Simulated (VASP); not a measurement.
SiC:

```
CELL_PARAMETERS angstrom
3.09500 0.00000 0.00000
-1.54750 2.68035 0.00000
0.00000 0.00000 15.18644
ATOMIC_POSITIONS crystal
Si 0.00000 0.00000 0.12504
Si 0.00000 0.00000 0.62504
Si 0.33333 0.66667 0.29182
Si 0.66667 0.33333 0.79182
Si 0.33333 0.66667 0.95831
Si 0.66667 0.33333 0.45831
C 0.00000 0.00000 0.99969
C 0.00000 0.00000 0.49969
C 0.33333 0.66667 0.16683
C 0.66667 0.33333 0.66683
C 0.33333 0.66667 0.83332
C 0.66667 0.33333 0.33332
```

Base run:

| Property | Result |
| --- | --- |
| Program | VASP 6.6.1 |
| Functional | r2SCAN |
| Potentials or basis | VASP PAW PBE potentials, release 64 (Si, C) |
| Cutoff | 520 eV |
| k mesh | 12 × 12 × 2 |
| Occupations | gaussian, width 0.02 eV |
| Spin | no spin polarisation |

Its results: band gap on the k mesh 2.40 eV (least direct gap 3.55 eV); pressure -3.7 GPa.

Q: The run is repeated on the same cell with these changes: functional from r2SCAN to PBEsol; further incar settings from ALGO = Normal; EDIFF = 1e-07; NBANDS = 36 to ALGO = Normal; EDIFF = 1e-06; NBANDS = 36. What comes out?

A: Band gap on the k mesh 1.92 eV (least direct gap 3.02 eV); pressure -3.0 GPa.

Caveats: the cell stands under tension; the PAW data sets were made with another functional, which shifts forces and pressure a little.

A k mesh can miss the band edges.
